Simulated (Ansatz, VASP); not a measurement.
## LaScCl6 in VASP and in Ansatz

```
CELL_PARAMETERS angstrom
0.00000 5.28605 5.28605
5.28605 0.00000 5.28605
5.28605 5.28605 0.00000
ATOMIC_POSITIONS crystal
La 0.00000 0.00000 0.00000
Sc 0.50000 0.50000 0.50000
Cl 0.26368 0.73632 0.73632
Cl 0.73632 0.26368 0.26368
Cl 0.73632 0.26368 0.73632
Cl 0.26368 0.73632 0.26368
Cl 0.73632 0.73632 0.26368
Cl 0.26368 0.26368 0.73632
```

Alike in both runs: functional PBE; k mesh 4 × 4 × 4; occupations gaussian, width 0.1 eV; no spin polarisation.

Ansatz relaxed the structure, and its values are those at the end. VASP's run is a single point on that final structure, the one shown.

```csv
,VASP,Ansatz
version,VASP 6.6.1,Ansatz 0.2.0
potentials or method,"VASP PAW PBE potentials, release 64 (La, Sc_sv, Cl), cutoff 520 eV","scalar-relativistic, plane waves, PAW"
valence electrons in the cell,64,64
```

VASP gave:

| Item | Value |
| --- | --- |
| gap on the k mesh at the Fermi level (eV) | 3.35 |
| least direct gap on the mesh (eV) | 3.35 |
| pressure (GPa) | 0.0 |
| rms of the force components (eV/Å) | 0.017 |

Question: Which values does Ansatz return?

Answer: gap on the k mesh at the Fermi level (eV): 3.34; least direct gap on the mesh (eV): 3.34; pressure (GPa): 0.0; rms of the force components (eV/Å): 0.003.

The functional is the same, so the differences come from potentials, cutoffs and numerics.

Spin-orbit coupling is off throughout.
